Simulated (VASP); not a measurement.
Crystal: SnGe2.

```xyz
3
Lattice="3.8034 0.0000 0.0000 0.0000 3.8034 0.0000 0.0000 0.0000 5.0687" Properties=species:S:1:pos:R:3 pbc="T T T"
Sn    0.0000    0.0000    0.0000
Ge    1.9017    0.0000    2.2512
Ge    0.0000    1.9017    2.8174
```

| Property | Result |
| --- | --- |
| Program | VASP 6.6.1 |
| Task | relaxation of cell and atoms |
| Functional | PBE |
| Potentials or basis | VASP PAW PBE potentials, release 64 (Sn_d, Ge_d) |
| Cutoff | 600 eV |
| k mesh | 12 × 12 × 10 |
| Occupations | gaussian, width 0.1 eV |
| Spin | no spin polarisation |

At the start: pressure -0.0 GPa; volume 24.44 Å³/atom.

Problem. Where does the relaxation end?

Solution. Over 10 steps the energy falls by 4.1 meV/atom and the volume is 24.40 Å³/atom (-0.2 %); space group P-4m2 (No. 115, to 0.1 Å) before and after.

Step by step:
| step | energy change (eV) | largest force (eV/Å) | pressure (GPa) | volume (Å³) |
| --- | --- | --- | --- | --- |
| 1 | 0.0000 | 0.0540 | -0.04 | 73.32 |
| 2 | -0.0023 | 0.0535 | -0.05 | 73.25 |
| 3 | -0.0084 | 0.0479 | 0.10 | 73.03 |
| 4 | -0.0091 | 0.0459 | 0.48 | 72.51 |
| 5 | -0.0111 | 0.0456 | 0.35 | 72.76 |
| 6 | -0.0104 | 0.0231 | -0.55 | 73.90 |
| 7 | -0.0117 | 0.0372 | -0.02 | 73.23 |
| 8 | -0.0117 | 0.0352 | -0.05 | 73.24 |
| 9 | -0.0120 | 0.0240 | -0.04 | 73.22 |
| 10 | -0.0122 | 0.0078 | -0.03 | 73.20 |

Final structure:
```
Sn Ge
1.0
     3.86784    0.00000    0.00000
     0.00000    3.86784    0.00000
     0.00000    0.00000    4.89283
Sn Ge
1 2
Direct
  0.00000 0.00000 0.00000
  0.50000 0.00000 0.45083
  0.00000 0.50000 0.54917
```
